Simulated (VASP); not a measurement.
Input of a VASP 6.6.1 run:

File INCAR:

```
  ALGO = Fast
  EDIFF = 1E-6
  ENCUT = 520
  GGA = PE
  ISIF = 2
  ISMEAR = 0
  LASPH = True
  LCHARG = False
  LREAL = False
  LWAVE = False
  NBANDS = 20
  NELM = 60
  PREC = Accurate
  SIGMA = 0.15
```

Contents of KPOINTS:

```
k-points
0
Gamma
  21 21 10
```

Contents of POSCAR:

```
V
1.0
    2.6042941027      0.0000000000      0.0000000000
   -1.3021470513      2.2553848518      0.0000000000
    0.0000000000      0.0000000000      4.7233360000
V
2
Direct
    0.5703047040      0.2627914807      0.7500000000
    0.3333333333      0.6666666667      0.2500000000
```

Potentials or basis: VASP PAW PBE potentials, release 64 (V_sv).

Run with:

```console
$ cat potpaw_PBE.64/V_sv/POTCAR > POTCAR
$ mpirun -np 1 vasp_std > vasp.out
```

**Question.** Predict the pressure.

**Answer.** -0.2 GPa.

**Question.** Estimate the largest force.

**Answer.** 0.321 eV/Å.

**Question.** What does it give for the band gap on the k mesh?

**Answer.** Zero (bands 13 and 14 overlap by 2.39 eV).

Forces in eV/Å, atoms in the order of the input:
```
V   -0.288 -0.140  0.000
V    0.288  0.140  0.000
```

Caveat: the cell differs from its parent crystal (atom 1 (V) moved by (-0.225, +0.000) A along [1 1 0] and z).
